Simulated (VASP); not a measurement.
# Ta16Cu in VASP: single point with PBE+D3(BJ)

Aim: the single point of Ta16Cu with PBE+D3(BJ).

All numbers are computed with VASP 6.6.1; they aren't measurements. Logs are shortened: lines on timing, memory, paths and dates and some standing lists are left out, and cuts for length are marked.

### Step 1. The cell of the first run

The cell holds a slab with vacuum, 17 atoms: a = 6.570 Å, b = 6.570 Å, c = 21.910 Å, α = 90.00°, β = 90.00°, γ = 90.00°.

### Step 2. Single point, PBE+D3(BJ)

INCAR

```
SYSTEM = Ta16Cu
PREC = Accurate
ENCUT = 520
EDIFF = 1E-6
ISMEAR = 0
SIGMA = 0.1
LREAL = Auto
LASPH = .TRUE.
NELM = 80
ALGO = Normal
ISIF = 2
LWAVE = .FALSE.
LCHARG = .TRUE.
LDIPOL = .TRUE.
IDIPOL = 3
DIPOL = 0.5 0.5 0.307
GGA = PE
IVDW = 12
LELF = .TRUE.
LVHAR = .TRUE.
LVACPOTAV = .TRUE.
NBANDS = 108
```

KPOINTS

```
Automatic mesh
0
G
  4 4 1
  0 0 0
```

POSCAR

```
Ta16Cu
1.0
    6.5699959905      0.0000000000      0.0000000000
    0.0000000000      6.5699959905      0.0000000000
    0.0000000000      0.0000000000     21.9099229040
Ta Cu
16 1
Direct
    0.2500000000      0.2500000000      0.1825656812
    0.2500000000      0.7500000000      0.1825656812
    0.7500000000      0.2500000000      0.1825656812
    0.7500000000      0.7500000000      0.1825656812
    0.0000000000      0.0000000000      0.2575316683
    0.0000000000      0.5000000000      0.2575316683
    0.5000000000      0.0000000000      0.2575316683
    0.5000000000      0.5000000000      0.2575316683
    0.2500000000      0.2500000000      0.3326484497
    0.2500000000      0.7500000000      0.3326484497
    0.7500000000      0.2500000000      0.3326484497
    0.7500000000      0.7500000000      0.3326484497
    0.0000000000      0.0000000000      0.4020973941
    0.0000000000      0.5000000000      0.4020973941
    0.5000000000      0.0000000000      0.4020973941
    0.5000000000      0.5000000000      0.4020973941
    0.1250000000      0.1250000000      0.5162009448
```

Potentials or basis: VASP PAW PBE potentials, release 64 (Ta_pv, Cu).

Run with:

```console
> cat potpaw_PBE.64/Ta_pv/POTCAR potpaw_PBE.64/Cu/POTCAR > POTCAR
> mpirun -np 1 vasp_std > vasp.out
```

OUTCAR:

```text
SYSTEM = Ta16Cu
   PREC = Accurate
   ENCUT = 520
   EDIFF = 1E-6
   ISMEAR = 0
   LREAL = Auto
   LASPH = .TRUE.
   NELM = 80
   ISIF = 2
   GGA = PE
   IVDW = 12
 IVDW          = 12

 ion  position               nearest neighbor table
   1  0.250  0.250  0.183-   5 2.84   6 2.84   7 2.84   8 2.84   2 3.28   3 3.28   2 3.28   3 3.28
                             9 3.29
   2  0.250  0.750  0.183-   5 2.84   6 2.84   7 2.84   8 2.84   1 3.28   4 3.28   1 3.28   4 3.28
                            10 3.29
   3  0.750  0.250  0.183-   5 2.84   6 2.84   7 2.84   8 2.84   1 3.28   4 3.28   4 3.28   1 3.28
                            11 3.29
   4  0.750  0.750  0.183-   5 2.84   6 2.84   7 2.84   8 2.84   2 3.28   3 3.28   3 3.28   2 3.28
                            12 3.29
   5  0.000  0.000  0.258-   1 2.84   2 2.84   3 2.84   4 2.84   9 2.85  10 2.85  11 2.85  12 2.85
                            13 3.17   7 3.28   6 3.28   6 3.28   7 3.28
   6  0.000  0.500  0.258-   1 2.84   2 2.84   3 2.84   4 2.84   9 2.85  10 2.85  11 2.85  12 2.85
                            14 3.17   8 3.28   5 3.28   5 3.28   8 3.28
   7  0.500  0.000  0.258-   1 2.84   2 2.84   3 2.84   4 2.84   9 2.85  10 2.85  11 2.85  12 2.85
                            15 3.17   8 3.28   5 3.28   8 3.28   5 3.28
   8  0.500  0.500  0.258-   1 2.84   2 2.84   3 2.84   4 2.84   9 2.85  10 2.85  11 2.85  12 2.85
                            16 3.17   7 3.28   6 3.28   7 3.28   6 3.28
   9  0.250  0.250  0.333-  13 2.78  14 2.78  15 2.78  16 2.78   5 2.85   6 2.85   7 2.85   8 2.85
                            10 3.28  11 3.28  10 3.28  11 3.28   1 3.29
  10  0.250  0.750  0.333-  13 2.78  14 2.78  15 2.78  16 2.78   5 2.85   6 2.85   7 2.85   8 2.85
                             9 3.28  12 3.28   9 3.28  12 3.28   2 3.29
  11  0.750  0.250  0.333-  13 2.78  14 2.78  15 2.78  16 2.78   5 2.85   6 2.85   7 2.85   8 2.85
                             9 3.28  12 3.28  12 3.28   9 3.28   3 3.29
  12  0.750  0.750  0.333-  13 2.78  14 2.78  15 2.78  16 2.78   5 2.85   6 2.85   7 2.85   8 2.85
                            10 3.28  11 3.28  11 3.28  10 3.28   4 3.29
  13  0.000  0.000  0.402-  17 2.76  10 2.78  11 2.78  12 2.78   9 2.78   5 3.17  15 3.28  14 3.28
                            14 3.28  15 3.28
  14  0.000  0.500  0.402-   9 2.78  10 2.78  11 2.78  12 2.78   6 3.17  13 3.28  16 3.28  13 3.28
                            16 3.28
  15  0.500  0.000  0.402-   9 2.78  10 2.78  11 2.78  12 2.78   7 3.17  13 3.28  16 3.28  16 3.28
                            13 3.28
  16  0.500  0.500  0.402-   9 2.78  10 2.78  11 2.78  12 2.78   8 3.17  14 3.28  15 3.28  15 3.28
                            14 3.28
  17  0.125  0.125  0.516-  13 2.76

  LATTYP: Found a simple tetragonal cell.
 ALAT       =     6.5699959905
 C/A-ratio  =     3.3348457040

  Lattice vectors:

 A1 = (   6.5699959905,   0.0000000000,   0.0000000000)
 A2 = (   0.0000000000,   6.5699959905,   0.0000000000)
 A3 = (   0.0000000000,   0.0000000000,  21.9099229040)

Analysis of symmetry for initial positions (statically):
=====================================================================
 Subroutine PRICEL returns:
 Original cell was already a primitive cell.

 Routine SETGRP: Setting up the symmetry group for a
 simple tetragonal supercell.

 Subroutine GETGRP returns: Found  2 space group operations
 (whereof  2 operations were pure point group operations)
 out of a pool of 16 trial point group operations.

The static configuration has the point symmetry C_1h.

Analysis of symmetry for dynamics (positions and initial velocities):
=====================================================================
 Subroutine PRICEL returns:
 Original cell was already a primitive cell.

 Routine SETGRP: Setting up the symmetry group for a
 simple tetragonal supercell.

 Subroutine GETGRP returns: Found  2 space group operations
 (whereof  2 operations were pure point group operations)
 out of a pool of 16 trial point group operations.

The dynamic configuration has the point symmetry C_1h.

 Subroutine INISYM returns: Found  2 space group operations
 (whereof  2 operations are pure point group operations),
 and found     1 'primitive' translations

----------------------------------------------------------------------------------------

                                     Primitive cell

  volume of cell :     945.7385

  direct lattice vectors                    reciprocal lattice vectors
     6.569995990  0.000000000  0.000000000     0.152207094  0.000000000  0.000000000
     0.000000000  6.569995990  0.000000000     0.000000000  0.152207094  0.000000000
     0.000000000  0.000000000 21.909922904     0.000000000  0.000000000  0.045641420

[... 56 lines left out ...]

  Length of vectors
     0.038051774  0.038051774  0.045641420

  Shift w.r.t. Gamma in fractional coordinates (k-lattice)
     0.000000000  0.000000000  0.000000000

 Subroutine IBZKPT returns following result:
 ===========================================

 Found      7 irreducible k-points:

 Following reciprocal coordinates:
            Coordinates               Weight
  0.000000  0.000000  0.000000      1.000000
  0.250000  0.000000  0.000000      4.000000
  0.500000  0.000000  0.000000      2.000000
  0.250000  0.250000  0.000000      2.000000
 -0.250000  0.250000  0.000000      2.000000
  0.500000  0.250000  0.000000      4.000000
  0.500000  0.500000  0.000000      1.000000
   k-points           NKPTS =      7   k-points in BZ     NKDIM =      7   number of bands    NBANDS=    108
   number of dos      NEDOS =    301   number of ions     NIONS =     17
   total plane-waves  NPLWV = 420000
   dimension x,y,z NGX =    50 NGY =   50 NGZ =  168
   dimension x,y,z NGXF=   100 NGYF=  100 NGZF=  336
   ions per type =              16   1
   NGX,Y,Z   is equivalent  to a cutoff of  12.65, 12.65, 12.75 a.u.
   NGXF,Y,Z  is equivalent  to a cutoff of  25.30, 25.30, 25.49 a.u.
 SYSTEM =  Ta16Cu
   PREC   = accura    normal or accurate (medium, high low for compatibility)
   ISTART =      0    job   : 0-new  1-cont  2-samecut
   ICHARG =      2    charge: 1-file 2-atom 10-const
   ISPIN  =      1    spin polarized calculation?
   LNONCOLLINEAR =      F non collinear calculations
   LSORBIT =      F    spin-orbit coupling
   LASPH  =      T    aspherical Exc in radial PAW
   ENCUT  =  520.0 eV  38.22 Ry    6.18 a.u.  12.22 12.22 40.74*2*pi/ulx,y,z
   NELM   =     80;   NELMIN=  2; NELMDL= -5     # of ELM steps
   EDIFF  = 0.1E-05   stopping-criterion for ELM
   LREAL  =      T    real-space projection
   EDIFFG = 0.1E-04   stopping-criterion for IOM
   NSW    =      0    number of steps for IOM
   IBRION =     -1    ionic relax: 0-MD 1-quasi-New 2-CG
   NFREE  =      0    steps in history (QN), initial steepest desc. (CG)
   ISIF   =      2    stress and relaxation
   ISYM   =      2    0-nonsym 1-usesym 2-fastsym
   POTIM  = 0.5000    time-step for ionic-motion
   TEBEG  =    0.0;   TEEND  =   0.0 temperature during run
   PSTRESS=    0.0 pullay stress
   NELECT =     187.0000    total number of electrons
   NUPDOWN=      -1.0000    fix difference up-down
   EMIN   =  10.00;   EMAX   =-10.00  energy-range for DOS
   EFERMI =   0.00;   METHOD = LEGACY
   ISMEAR =     0;   SIGMA  =   0.10  broadening in eV -4-tet -1-fermi 0-gaus
   EFERMI_NEDOS =   21; number of points for ismear=-14 and -15
   IALGO  =     38    algorithm
   IMIX   =      4    mixing-type and parameters
     AMIX     =   0.40;   BMIX     =  1.00
     AMIX_MAG =   1.60;   BMIX_MAG =  1.00
  volume/ion in A,a.u.               =      55.63       375.42
  Fermi-wavevector in a.u.,A,eV,Ry     =   0.953744  1.802314 12.376227  0.909627
  Thomas-Fermi vector in A             =   2.082427
   LORBIT       =      0    0 simple, 1 ext, 2 COOP (PROOUT), +10 PAW based schemes
   GGA     = PE    functional components
   LHFCALC =     F    Hartree Fock is set to
   AEXX    =    0.0000 exact exchange contribution
   IVDW    =    12    specifies the selected vdW correction
   LEPSILON=     F    determine dielectric tensor
   LRPA    =     F    only Hartree local field effects (RPA)
 non-spin polarized calculation
 Gauss-broadening in eV      SIGMA  =   0.10
  energy-cutoff  :      520.00
  volume of cell :      945.74
 maximum number of plane-waves:     25516
 NGX is ok and might be reduce to    50
   NGX = 25   NGY = 25   NGZ = 81

 dipolmoment           0.000000      0.000000      0.001925 electrons x Angstroem

 number of electron     186.9999970 magnetization

 dipolmoment           0.000000      0.000000     -0.016937 electrons x Angstroem

 Free energy of the ion-electron system (eV)
  ---------------------------------------------------
  ext. energy  EPLUGINS =         0.00000000
  ---------------------------------------------------
  free energy    TOTEN  =      -176.88789047 eV

  energy without entropy =     -176.81142736  energy(sigma->0) =     -176.84965892

 E-fermi :  -0.6975     XC(G=0):  -5.1910

 val. band max:       -0.7390992034   @ k =   0.5000   0.5000   0.0000
 cond. band min:      -0.6848292244   @ k =   0.2500   0.0000   0.0000
 fundamental gap:      0.0542699790
 Fermi energy:        -0.6974675205

 k-point     1 :       0.0000    0.0000    0.0000
  band No.  band energies     occupation
      1     -35.6845      2.00000
      2     -35.6758      2.00000
      3     -35.6663      2.00000
      4     -35.6660      2.00000
      5     -35.6607      2.00000
      6     -35.6600      2.00000
[... 745 lines left out ...]
    104      -0.2375      0.00000
    105      -0.2095      0.00000
 [bands above 105 left out]

------------------------ aborting loop because EDIFF is reached ----------------------------------------

 Edisp (eV)   -6.85553

 E8    (eV) :    -3.7265

  FORCE on cell =-STRESS in cart. coord.  units (eV):
  Direction    XX          YY          ZZ          XY          YZ          ZX
  --------------------------------------------------------------------------------------
  -------------------------------------------------------------------------------------
  Total     -19.30831   -19.30831    -5.75828     0.19235     0.04435     0.04435
  in kB     -32.71025   -32.71025    -9.75512     0.32585     0.07513     0.07513
  external pressure =      -25.06 kB  Pullay stress =        0.00 kB

 VOLUME and BASIS-vectors are now :
 -----------------------------------------------------------------------------
  energy-cutoff  :      520.00
  volume of cell :      945.74
      direct lattice vectors                 reciprocal lattice vectors
     6.569995990  0.000000000  0.000000000     0.152207094  0.000000000  0.000000000
     0.000000000  6.569995990  0.000000000     0.000000000  0.152207094  0.000000000
     0.000000000  0.000000000 21.909922904     0.000000000  0.000000000  0.045641420

 POSITION                                       TOTAL-FORCE (eV/Angst)
 -----------------------------------------------------------------------------------
      1.64250      1.64250      4.00000        -0.007662     -0.007662      0.538170
      1.64250      4.92750      4.00000         0.020321     -0.002097      0.504495
      4.92750      1.64250      4.00000        -0.002097      0.020321      0.504495
      4.92750      4.92750      4.00000        -0.016150     -0.016150      0.467651
      0.00000      0.00000      5.64250         0.032364      0.032364     -0.653613
      0.00000      3.28500      5.64250         0.029194     -0.028218     -0.515475
[... 9 lines left out ...]
      3.28500      3.28500      8.80992        -0.043761     -0.043761     -0.207848
      0.82125      0.82125     11.30992         0.001143      0.001143     -1.288246
 -----------------------------------------------------------------------------------
    total drift:                                0.000019      0.000019     -0.003090

  FREE ENERGIE OF THE ION-ELECTRON SYSTEM (eV)
  ---------------------------------------------------
  free  energy   TOTEN  =      -183.7434231477 eV

  energy  without entropy=     -183.6669600450  energy(sigma->0) =     -183.70519160

 vacuum level on the upper side and lower side of the slab         3.302         3.373
```

It took 27 min on 1 thread of Intel Xeon 6975P-C (Granite Rapids), shared host; peak memory 1.1 GiB.

What came out:

- Free energy: -183.7434 eV
- Largest force: 1.288 eV/Å
- Band gap on the k mesh: zero (an odd number of electrons rules out a gap without spin polarisation)
- Dispersion energy per atom: -0.403 eV

Forces in eV/Å, atoms in the order of the input:
```
Ta  -0.008 -0.008  0.538
Ta   0.020 -0.002  0.504
Ta  -0.002  0.020  0.504
Ta  -0.016 -0.016  0.468
Ta   0.032  0.032 -0.654
Ta   0.029 -0.028 -0.515
Ta  -0.028  0.029 -0.515
Ta  -0.027 -0.027 -0.479
Ta   0.044  0.044 -0.280
Ta   0.025 -0.016 -0.040
Ta  -0.016  0.025 -0.040
Ta  -0.077 -0.077  0.044
Ta   0.250  0.250  1.154
Ta   0.147 -0.332  0.403
Ta  -0.332  0.147  0.403
Ta  -0.044 -0.044 -0.208
Cu   0.001  0.001 -1.288
```

Levels at points of the mesh, in eV from the Fermi level:
| k point | band 90 | band 91 | band 92 | band 93 | band 94 | band 95 | band 96 | band 97 |
| --- | --- | --- | --- | --- | --- | --- | --- | --- |
| (0.00, 0.00, 0.00) | -0.08 | -0.07 | -0.05 | 0.15 | 0.16 | 0.19 | 0.19 | 0.37 |
| (0.50, 0.00, 0.00) | -0.58 | -0.43 | -0.41 | -0.37 | -0.06 | 0.12 | 0.31 | 0.31 |
| (0.50, 0.50, 0.00) | -1.00 | -0.87 | -0.86 | -0.85 | -0.58 | -0.13 | -0.12 | -0.11 |

Caveat: spin-orbit coupling is left out, which moves the levels of the heavy elements.
